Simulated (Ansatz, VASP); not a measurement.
# One calculation of TaF3, two programs

```xyz
4
Lattice="4.0895 0.0000 0.0000 0.0000 4.0895 0.0000 0.0000 0.0000 4.0895" Properties=species:S:1:pos:R:3 pbc="T T T"
Ta    0.0000    0.0000    0.0000
F     2.0447    0.0000    0.0000
F     0.0000    2.0447    0.0000
F     0.0000    0.0000    2.0447
```

Alike in both runs: functional r2SCAN; k mesh 5 × 5 × 5; no spin polarisation.

Ansatz relaxed the structure, and its values are those at the end. VASP's run is a single point on that final structure, the one shown.

|  | VASP | Ansatz |
| --- | --- | --- |
| version | VASP 6.6.1 | Ansatz 0.2.0 |
| potentials or method | VASP PAW PBE potentials, release 64 (Ta_pv, F), cutoff 520 eV | PAW plane waves |
| occupations | methfessel-paxton of order 1, width 0.025 eV | cold, width 0.025 eV |
| valence electrons in the cell | 32 | 34 |

Ansatz gave:

```
gap on the k mesh at the Fermi level (eV) : none
pressure (GPa)                            : 0.0
```

**Question.** Which values does VASP return?

**Answer.** gap on the k mesh at the Fermi level (eV): none; pressure (GPa): 0.4.

VASP's potentials were made for PBE, not for r2SCAN. A gap of «none» marks a metal or a gap that the smearing closes. VASP's potentials hold 32 valence electrons a cell and Ansatz's 34, so a difference there can come from the potentials and not from the codes. Ansatz's warnings: stress scf threshold loose, xc potential rough in thin density.

Neither program's run includes spin-orbit coupling.
